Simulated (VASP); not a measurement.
# CuO (C2/c) in VASP: a series of runs

CuO is run at these levels: r2SCAN; tasks: single point.

Everything below comes from runs of VASP 6.6.1. Logs are shortened: lines on timing, memory, paths and dates and some standing lists are left out, and cuts for length are marked.

### 1 The cell of the first run

The structure is monoclinic, space group C2/c (No. 15). Conventional cell: a = 4.673 Å, b = 3.477 Å, c = 5.119 Å, α = 90.00°, β = 98.56°, γ = 90.00°. Within 2.5 Å of Cu (site symmetry -1) lie 4 O at 1.91 to 1.98 Å. Within 2.6 Å of O (site symmetry 2) lie 4 Cu at 1.91 to 1.98 Å and 2 O at 2.58 Å.

### 2 Single point, r2SCAN, collinear spin

Input file POSCAR:

```
CuO
1.0
    2.3366000000     -1.7385000000      0.0000000000
    2.3366000000      1.7385000000      0.0000000000
   -0.7621600000      0.0000000000      5.0619400000
Cu O
2 2
Direct
    0.0000000000      0.5000000000      0.0000000000
    0.5000000000      0.0000000000      0.5000000000
    0.5483000000      0.4517000000      0.2500000000
    0.4517000000      0.5483000000      0.7500000000
```

Input file INCAR.step1:

```
SYSTEM = CuO
  ALGO = Normal
  EDIFF = 1E-4
  ENCUT = 520
  GGA = PE
  ISMEAR = -1
  ISPIN = 2
  ISYM = 0
  LASPH = .True.
  LCHARG = .False.
  LMAXMIX = 4
  LREAL = .False.
  LUSENCCL = .False.
  LWAVE = .True.
  MAGMOM = 1 -1 0 0
  NBANDS = 29
  NELM = 150
  PREC = Accurate
  SIGMA = 0.05
```

Input file INCAR.step2:

```
SYSTEM = CuO
  ALGO = Normal
  EDIFF = 1E-6
  ENCUT = 520
  ISIF = 2
  ISMEAR = -1
  ISPIN = 2
  ISTART = 1
  ISYM = 0
  LASPH = .True.
  LCHARG = .True.
  LELF = .True.
  LMAXMIX = 4
  LMIXTAU = .True.
  LORBIT = 11
  LREAL = .False.
  LUSENCCL = .False.
  LVHAR = .True.
  LWAVE = .False.
  MAGMOM = 1 -1 0 0
  METAGGA = R2SCAN
  NBANDS = 29
  NELM = 150
  PREC = Accurate
  SIGMA = 0.05
```

Input file KPOINTS:

```
k-points
0
Gamma
  7 7 4
  0 0 0
```

Potentials or basis: VASP PAW PBE potentials, release 64 (Cu, O).

On the command line:

```
$ cat potpaw_PBE.64/Cu/POTCAR potpaw_PBE.64/O/POTCAR > POTCAR
$ cp INCAR.step1 INCAR
$ mpirun -np 1 vasp_std > vasp.out
$ cp INCAR.step2 INCAR
$ mpirun -np 1 vasp_std > vasp.out
```

OUTCAR:

```text
SYSTEM = CuO
   EDIFF = 1E-6
   ENCUT = 520
   ISIF = 2
   ISMEAR = -1
   ISPIN = 2
   ISTART = 1
   ISYM = 0
   LASPH = .True.
   LORBIT = 11
   LREAL = .False.
   METAGGA = R2SCAN
   NELM = 150
   PREC = Accurate

 ion  position               nearest neighbor table
   1  0.000  0.500  0.000-   3 1.91   4 1.91   4 1.98   3 1.98
   2  0.500  0.000  0.500-   4 1.91   3 1.91   4 1.98   3 1.98
   3  0.548  0.452  0.250-   2 1.91   1 1.91   2 1.98   1 1.98
   4  0.452  0.548  0.750-   1 1.91   2 1.91   2 1.98   1 1.98

IMPORTANT INFORMATION: All symmetrisations will be switched off!
NOSYMM: (Re-)initialisation of all symmetry stuff for point group C_1.

----------------------------------------------------------------------------------------

                                     Primitive cell

  volume of cell :      41.1250

  direct lattice vectors                    reciprocal lattice vectors
     2.336600000 -1.738500000  0.000000000     0.213986134 -0.287604257  0.032219203
     2.336600000  1.738500000  0.000000000     0.213986134  0.287604257  0.032219203
    -0.762160000  0.000000000  5.061940000    -0.000000000  0.000000000  0.197552717

  length of vectors
     2.912401382  2.912401382  5.118996428     0.359922701  0.359922701  0.197552717

  position of ions in fractional coordinates (direct lattice)
     0.000000000  0.500000000  0.000000000
     0.500000000  0.000000000  0.500000000
     0.548300000  0.451700000  0.250000000
     0.451700000  0.548300000  0.750000000

  ion indices of the primitive-cell ions
   primitive index   ion index
                 1           1
                 2           2
                 3           3
                 4           4

----------------------------------------------------------------------------------------

 KPOINTS: k-points

Automatic generation of k-mesh.
 Grid dimensions read from file:
 generate k-points for:    7    7    4

 Generating k-lattice:

  Cartesian coordinates                     Fractional coordinates (reciprocal lattice)
     0.030569448 -0.041086322  0.004602743     0.142857143  0.000000000  0.000000000
     0.030569448  0.041086322  0.004602743     0.000000000  0.142857143  0.000000000
    -0.000000000  0.000000000  0.049388179     0.000000000  0.000000000  0.250000000

  Length of vectors
     0.051417529  0.051417529  0.049388179

  Shift w.r.t. Gamma in fractional coordinates (k-lattice)
     0.000000000  0.000000000  0.000000000

 Subroutine IBZKPT returns following result:
 ===========================================

 Found     99 irreducible k-points:

 Following reciprocal coordinates:
            Coordinates               Weight
  0.000000  0.000000  0.000000      1.000000
  0.142857  0.000000  0.000000      2.000000
  0.000000 -0.142857  0.000000      2.000000
  0.285714  0.000000  0.000000      2.000000
  0.000000 -0.285714  0.000000      2.000000
  0.428571  0.000000  0.000000      2.000000
[... 16 lines left out ...]
 -0.285714  0.285714  0.000000      2.000000
  0.428571  0.428571  0.000000      2.000000
 [... further k-points ...]
   k-points           NKPTS =     99   k-points in BZ     NKDIM =     99   number of bands    NBANDS=     29
   number of dos      NEDOS =    301   number of ions     NIONS =      4
   total plane-waves  NPLWV =  23040
   dimension x,y,z NGX =    24 NGY =   24 NGZ =   40
   dimension x,y,z NGXF=    48 NGYF=   48 NGZF=   80
   ions per type =               2   2
   NGX,Y,Z   is equivalent  to a cutoff of  13.70, 13.70, 12.99 a.u.
   NGXF,Y,Z  is equivalent  to a cutoff of  27.40, 27.40, 25.98 a.u.
 SYSTEM =  CuO
   PREC   = accura    normal or accurate (medium, high low for compatibility)
   ISTART =      1    job   : 0-new  1-cont  2-samecut
   ICHARG =      0    charge: 1-file 2-atom 10-const
   ISPIN  =      2    spin polarized calculation?
   LNONCOLLINEAR =      F non collinear calculations
   LSORBIT =      F    spin-orbit coupling
   LASPH  =      T    aspherical Exc in radial PAW
   ENCUT  =  520.0 eV  38.22 Ry    6.18 a.u.   5.42  5.42  9.52*2*pi/ulx,y,z
   NELM   =    150;   NELMIN=  2; NELMDL=  0     # of ELM steps
   EDIFF  = 0.1E-05   stopping-criterion for ELM
   LREAL  =      F    real-space projection
   EDIFFG = 0.1E-04   stopping-criterion for IOM
   NSW    =      0    number of steps for IOM
   IBRION =     -1    ionic relax: 0-MD 1-quasi-New 2-CG
   NFREE  =      0    steps in history (QN), initial steepest desc. (CG)
   ISIF   =      2    stress and relaxation
   ISYM   =      0    0-nonsym 1-usesym 2-fastsym
   POTIM  = 0.5000    time-step for ionic-motion
   TEBEG  =    0.0;   TEEND  =   0.0 temperature during run
   PSTRESS=    0.0 pullay stress
   NELECT =      34.0000    total number of electrons
   NUPDOWN=      -1.0000    fix difference up-down
   EMIN   =  10.00;   EMAX   =-10.00  energy-range for DOS
   EFERMI =   0.00;   METHOD = LEGACY
   ISMEAR =    -1;   SIGMA  =   0.05  broadening in eV -4-tet -1-fermi 0-gaus
   EFERMI_NEDOS =   21; number of points for ismear=-14 and -15
   IALGO  =     38    algorithm
   IMIX   =      4    mixing-type and parameters
     AMIX     =   0.40;   BMIX     =  1.00
     AMIX_MAG =   1.60;   BMIX_MAG =  1.00
  volume/ion in A,a.u.               =      10.28        69.38
  Fermi-wavevector in a.u.,A,eV,Ry     =   1.536500  2.903563 32.121056  2.360831
  Thomas-Fermi vector in A             =   2.643140
   LORBIT       =     11    0 simple, 1 ext, 2 COOP (PROOUT), +10 PAW based schemes
   METAGGA = R2SCAN    functional components
   LHFCALC =     F    Hartree Fock is set to
   AEXX    =    0.0000 exact exchange contribution
   IVDW    =     0    specifies the selected vdW correction
   LEPSILON=     F    determine dielectric tensor
   LRPA    =     F    only Hartree local field effects (RPA)
 spin polarized calculation
  energy-cutoff  :      520.00
  volume of cell :       41.13
 maximum number of plane-waves:      1139
 NGX is ok and might be reduce to    24
   NGX = 11   NGY = 11   NGZ = 19

 number of electron      34.0000014 magnetization       0.0000353

 number of electron      34.0000014 magnetization      -0.0006832

 Free energy of the ion-electron system (eV)
  ---------------------------------------------------
  ext. energy  EPLUGINS =         0.00000000
  ---------------------------------------------------
  free energy    TOTEN  =       -36.40401632 eV

  energy without entropy =      -36.38936658  energy(sigma->0) =      -36.39669145

 E-fermi :   5.4481     XC(G=0): -12.5062

 val. band max:        5.4323738926   @ k =  -0.1429   0.2857   0.5000
 cond. band min:       5.4626719993   @ k =  -0.1429   0.0000   0.2500
 fundamental gap:      0.0302981067
 Fermi energy:         5.4481491188

 spin component 1

 k-point     1 :       0.0000    0.0000    0.0000
  band No.  band energies     occupation
      1     -15.7375      1.00000
      2     -14.4018      1.00000
      3      -3.0771      1.00000
      4      -0.4753      1.00000
      5      -0.0217      1.00000
      6       1.7876      1.00000
[... 21 lines left out ...]
     28      25.3187      0.00000
     29      26.6646      0.00000

 k-point     2 :       0.1429    0.0000    0.0000
  band No.  band energies     occupation
      1     -15.6151      1.00000
      2     -14.3633      1.00000
      3      -2.8685      1.00000
      4      -0.5140      1.00000
      5      -0.0694      1.00000
      6       0.5388      1.00000
[... 21 lines left out ...]
     28      25.0107      0.00000
     29      26.8361      0.00000

 k-point     3 :       0.0000   -0.1429    0.0000
  band No.  band energies     occupation
      1     -15.6151      1.00000
      2     -14.3633      1.00000
      3      -2.8685      1.00000
      4      -0.5141      1.00000
      5      -0.0693      1.00000
      6       0.5388      1.00000
[... 638 lines left out ...]
      5      -0.9820      1.00000
      6      -0.6589      1.00000
[... 21 lines left out ...]
     28      26.7344      0.00000
     29      27.9375      0.00000

 k-point    24 :       0.4286    0.4286    0.0000
  band No.  band energies     occupation
      1     -14.6170      1.00000
      2     -14.1376      1.00000
      3      -2.1101      1.00000
      4      -0.9963      1.00000
      5      -0.8616      1.00000
      6      -0.1181      1.00000
[... 21 lines left out ...]
     28      25.1713      0.00000
     29      25.1948      0.00000

 [... further k-points ...]

 spin component 2

 k-point     1 :       0.0000    0.0000    0.0000
  band No.  band energies     occupation
      1     -15.7377      1.00000
      2     -14.4020      1.00000
      3      -3.0772      1.00000
      4      -0.4757      1.00000
      5      -0.0221      1.00000
      6       1.7874      1.00000
[... 21 lines left out ...]
     28      25.3186      0.00000
     29      26.6645      0.00000

 k-point     2 :       0.1429    0.0000    0.0000
  band No.  band energies     occupation
      1     -15.6153      1.00000
      2     -14.3635      1.00000
      3      -2.8686      1.00000
      4      -0.5145      1.00000
      5      -0.0697      1.00000
      6       0.5386      1.00000
[... 21 lines left out ...]
     28      25.0106      0.00000
     29      26.8360      0.00000

 k-point     3 :       0.0000   -0.1429    0.0000
  band No.  band energies     occupation
      1     -15.6153      1.00000
      2     -14.3635      1.00000
      3      -2.8686      1.00000
      4      -0.5144      1.00000
      5      -0.0698      1.00000
      6       0.5387      1.00000
[... 638 lines left out ...]
      5      -0.9821      1.00000
      6      -0.6593      1.00000
[... 21 lines left out ...]
     28      26.7343      0.00000
     29      27.9375      0.00000

 k-point    24 :       0.4286    0.4286    0.0000
  band No.  band energies     occupation
      1     -14.6172      1.00000
      2     -14.1378      1.00000
      3      -2.1102      1.00000
      4      -0.9965      1.00000
      5      -0.8618      1.00000
      6      -0.1187      1.00000
[... 21 lines left out ...]
     28      25.1711      0.00000
     29      25.1946      0.00000

 [... further k-points ...]
[... 5 lines left out ...]
  --------------------------------------------------------------------------------------
  -------------------------------------------------------------------------------------
  Total       -0.3256916      0.7093706      0.5531112     -0.0000657     -0.0000296      0.7083251
  in kB      -12.6885231     27.6361591     21.5484960     -0.0025597     -0.0011550     27.5954286
  external PRESSURE =      12.1653773 kB  Pullay stress =       0.0000000 kB

 VOLUME and BASIS-vectors are now :
 -----------------------------------------------------------------------------
  energy-cutoff  :      520.00
  volume of cell :       41.13
      direct lattice vectors                 reciprocal lattice vectors
     2.336600000 -1.738500000  0.000000000     0.213986134 -0.287604257  0.032219203
     2.336600000  1.738500000  0.000000000     0.213986134  0.287604257  0.032219203
    -0.762160000  0.000000000  5.061940000    -0.000000000  0.000000000  0.197552717

 POSITION                                       TOTAL-FORCE (eV/Angst)
 -----------------------------------------------------------------------------------
      1.16830      0.86925      0.00000         0.000001     -0.000000     -0.000001
      0.78722     -0.86925      2.53097         0.000001      0.000000     -0.000001
      2.14606     -0.16794      1.26548         0.000005     -0.191578     -0.000020
      1.76498      0.16794      3.79645        -0.000008      0.191578      0.000022
 -----------------------------------------------------------------------------------
    total drift:                                0.000000      0.000000      0.000001

  FREE ENERGIE OF THE ION-ELECTRON SYSTEM (eV)
  ---------------------------------------------------
  free  energy   TOTEN  =       -36.4040163215 eV

  energy  without entropy=      -36.3893665772  energy(sigma->0) =      -36.39669145

 total charge

# of ion       s       p       d       tot
------------------------------------------
    1        0.392   0.412   9.148   9.952
    2        0.392   0.412   9.148   9.952
    3        1.581   3.418   0.000   4.998
    4        1.581   3.418   0.000   4.998
--------------------------------------------------
tot          3.945   7.658  18.296  29.900

 magnetization (x)

# of ion       s       p       d       tot
------------------------------------------
    1        0.000  -0.000  -0.000  -0.000
    2        0.000   0.000   0.000   0.000
    3       -0.000  -0.000   0.000  -0.000
    4       -0.000  -0.000   0.000  -0.000
--------------------------------------------------
tot         -0.000  -0.000  -0.000  -0.001
```

Wall time 20 min (1 × NVIDIA H100 80GB with 1 thread of AMD EPYC 7R13 (Zen 3), shared host); peak memory 1.3 GiB.

Results:

| Item | Value |
| --- | --- |
| Free energy | -36.4040 eV |
| Pressure | 1.2 GPa |
| Largest force | 0.192 eV/Å |
| Band gap on the k mesh | zero (filled and empty bands overlap) |
| Net moment | 0.00 μB per cell |
| Valence electrons inside the program's atomic spheres | Cu 9.95; O 5.00 |

Forces on the atoms (eV/Å):
```
Cu   0.000  0.000  0.000
Cu   0.000  0.000  0.000
O    0.000 -0.192  0.000
O    0.000  0.192  0.000
```

Caveat: the PAW data sets were made with another functional, which shifts forces and pressure a little; semilocal functionals often make such compounds metallic where correlation or magnetic order opens a gap, which also shifts bond lengths.

[end of part 1 of 2]

The gap in the log of VASP goes by the Fermi energy; the results here count the filled bands.